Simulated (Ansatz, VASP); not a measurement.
## One calculation of TaAs, two programs

```
Ta As
1.0
    -1.72181    1.72181    5.86794
     1.72181   -1.72181    5.86794
     1.72181    1.72181   -5.86794
Ta As
2 2
Direct
  0.49997 0.49997 0.00000
  0.24997 0.74997 0.50000
  0.08263 0.08263 0.00000
  0.83263 0.33263 0.50000
```

Alike in both runs: functional PBEsol; k mesh 11 × 11 × 11; occupations fermi-dirac, width 0.05 eV; no spin polarisation; Hubbard terms Ta d U = 1.0 eV.

```csv
,VASP,Ansatz
version,VASP 6.6.1,Ansatz 0.2.0
potentials or method,"VASP PAW PBE potentials, release 64 (Ta_pv, As)",Ansatz PAW
plane-wave cutoff (eV),520,420
valence electrons in the cell,32,56
task,single point,band structure
```

```tsv
	VASP	Ansatz	Ansatz less VASP
gap on the k mesh at the Fermi level (eV)	none	none	-
pressure (GPa)	-1.7	-3.3	-1.64
traceless stress, the component that is largest in VASP (GPa)	-0.57	-0.37	+0.202
rms of the force components (eV/Å)	0.014	0.012	-0.0022
```

VASP's potentials were made for PBE, not for PBEsol. The programs project onto different local orbitals, so the same U acts differently, and such runs can settle in different states. Atom by atom the forces differ by 0.002 eV/Å (rms over components). A gap of «none» marks a metal or a gap that the smearing closes. VASP's potentials hold 32 valence electrons a cell and Ansatz's 56, so a difference there can come from the potentials and not from the codes.

Spin-orbit coupling is off throughout.
